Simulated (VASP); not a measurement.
A run of VASP 6.6.1 is set up as follows.

INCAR

```
PREC = Accurate
ENCUT = 520
EDIFF = 1E-7
ISMEAR = -1
SIGMA = 0.3
LREAL = Auto
LASPH = True
NELM = 60
ALGO = Normal
ISIF = 2
LWAVE = False
LCHARG = False
GGA = PE
IVDW = 12
NBANDS = 122
```

KPOINTS

```
regular mesh
0
Gamma
  3 3 3
```

Contents of POSCAR:

```
SnO2
1.0
   -4.9632720000     -4.9632720000      0.0000000000
    4.9632720000     -4.9632720000      0.0000000000
    0.0000000000      0.0000000000      6.6767160000
Sn O
8 16
Direct
    0.5576563203      0.5043850105     -0.0245030641
    0.0211352511      0.4970712868      0.2707019439
    0.4867958073      0.5528812445      0.5271304036
    0.0309674747      0.4635853123      0.7557607662
   -0.0333046426     -0.0047750758     -0.0101996251
    0.4867051413     -0.0060343257      0.2054752666
   -0.0533619757     -0.0084520856      0.4991825323
    0.4825345055      0.0622472434      0.7127006750
    0.2577634270      0.4829979094     -0.0204891147
   -0.0182137912      0.1921514678      0.2732780607
    0.8593625334      0.4971821008     -0.0140038905
    0.0401952583      0.8137776854      0.2262339749
    0.2208422186      0.4688640880      0.4941201633
   -0.0632647173      0.1715602127      0.7270190914
    0.8237005749      0.5132602042      0.5099512994
    0.0173977973      0.8129213954      0.7473134996
    0.6773958792     -0.0459575860     -0.0136594098
    0.5114267362      0.6830070969      0.2417356077
    0.2802888901     -0.0355511445      0.0041337688
    0.5476729867      0.2743452303      0.1667286732
    0.6853543388     -0.0589933415      0.5147740296
    0.4671112121      0.7232124292      0.7487962645
    0.2814876960      0.0504304419      0.4608553067
    0.5652118199      0.3440270854      0.7204440027
```

Potentials or basis: VASP PAW PBE potentials, release 64 (Sn_d, O).

Run with:

```console
$ cat potpaw_PBE.64/Sn_d/POTCAR potpaw_PBE.64/O/POTCAR > POTCAR
$ mpirun -np 1 vasp_std > vasp.out
```

Problem. Estimate the band gap on the k mesh.

Solution. 0.09 eV (least direct gap 0.26 eV).

Problem. Estimate the pressure.

Solution. -6.8 GPa.

Problem. Predict the largest force.

Solution. 5.428 eV/Å.

Problem. Predict the dispersion energy per atom.

Solution. -0.193 eV.

Stress tensor (GPa, compression positive):
```
-8.33  1.34  2.50
 1.34 -4.37 -1.66
 2.50 -1.66 -7.65
```

Caveat: the cell stands under tension; the smearing spreads over this small gap; the atoms stand as in a frame of molecular dynamics; so wide a smearing shifts energies and pressures; semilocal functionals underestimate gaps, and a narrow one can read as zero; spin-orbit coupling is left out, which moves the levels of the heavy elements; forces of over 1 eV/Å act on the atoms, so gaps and moduli don't describe the material at rest. A k mesh can miss the band edges.
